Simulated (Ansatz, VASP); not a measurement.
**ScICl2 in VASP and in Ansatz**

```
CELL_PARAMETERS angstrom
3.66646 0.00000 0.00000
-1.83323 3.17525 0.00000
0.00000 0.00000 13.87051
ATOMIC_POSITIONS crystal
Sc 0.00000 0.00000 0.50000
I 0.00000 0.00000 0.00000
Cl 0.00000 0.00000 0.33664
Cl 0.00000 0.00000 0.66336
```

Alike in both runs: functional PBE; k mesh 15 × 15 × 4; occupations gaussian, width 0.1 eV; no spin polarisation.

Ansatz relaxed the structure, and its values are those at the end. VASP's run is a single point on that final structure, the one shown.

|  | VASP | Ansatz |
| --- | --- | --- |
| version | VASP 6.6.1 | Ansatz 0.2.0 |
| potentials or method | VASP PAW PBE potentials, release 64 (Sc_sv, I, Cl), cutoff 520 eV | scalar-relativistic, plane waves, PAW |
| valence electrons in the cell | 32 | 42 |

VASP gave:

```
gap on the k mesh at the Fermi level (eV) : none
pressure (GPa)                            : 0.0
rms of the force components (eV/Å)        : 0.019
```

What did Ansatz give for the same quantities?

gap on the k mesh at the Fermi level (eV): none; pressure (GPa): 0.0; rms of the force components (eV/Å): 0.001.

A gap of «none» marks a metal or a gap that the smearing closes. VASP's potentials hold 32 valence electrons a cell and Ansatz's 42, so a difference there can come from the potentials and not from the codes.

Neither program's run includes spin-orbit coupling.
